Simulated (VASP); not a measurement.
Set up this calculation in VASP 6.6.1, as the native input.

```
Task                   : single point
Functional             : PBEsol
Potentials or basis    : VASP PAW PBE potentials, release 64 (Ag)
Cutoff                 : 520 eV
k mesh                 : 26 × 26 × 26
Occupations            : gaussian, width 0.15 eV
Spin                   : no spin polarisation
Dipole correction      : no
Further INCAR settings : ALGO = Fast; EDIFF = 1e-06; NBANDS = 12
```

The structure of Ag lies in POSCAR:

```
Ag
1.0
   -1.5319294609      1.5319294609      1.6125573273
    1.5319294609     -1.5319294609      1.6125573273
    1.5319294609      1.5319294609     -1.6125573273
Ag
1
Direct
    0.0000000000      0.0000000000      0.0000000000
```

This cell differs from its parent crystal: strain -0.050 along x and y, +0.000 along z.

The input as run:

INCAR

```
SYSTEM = Ag
ALGO = Fast ; EDIFF = 1E-6
ENCUT = 520 ; GGA = PS
ISIF = 2 ; ISMEAR = 0
LASPH = .TRUE. ; LCHARG = .FALSE.
LREAL = .FALSE. ; LWAVE = .FALSE.
NBANDS = 12 ; NELM = 100
PREC = Accurate ; SIGMA = 0.15
```

KPOINTS

```
k-points
0
G
  26 26 26
  0 0 0
```

Potentials or basis: VASP PAW PBE potentials, release 64 (Ag).

The run is started by

```sh
$ cat potpaw_PBE.64/Ag/POTCAR > POTCAR
$ mpirun -np 1 vasp_std > vasp.out
```

It gave:

The pressure is 15.6 GPa.

Caveat: the cell differs from its parent crystal (strain -0.050 along x and y, +0.000 along z); the PAW data sets were made with another functional, which shifts forces and pressure a little.

Wall time 66 s on 1 thread of Intel(R) Xeon(R) 6975P-C (Granite Rapids) (shared host), peak memory 0.32 GiB.
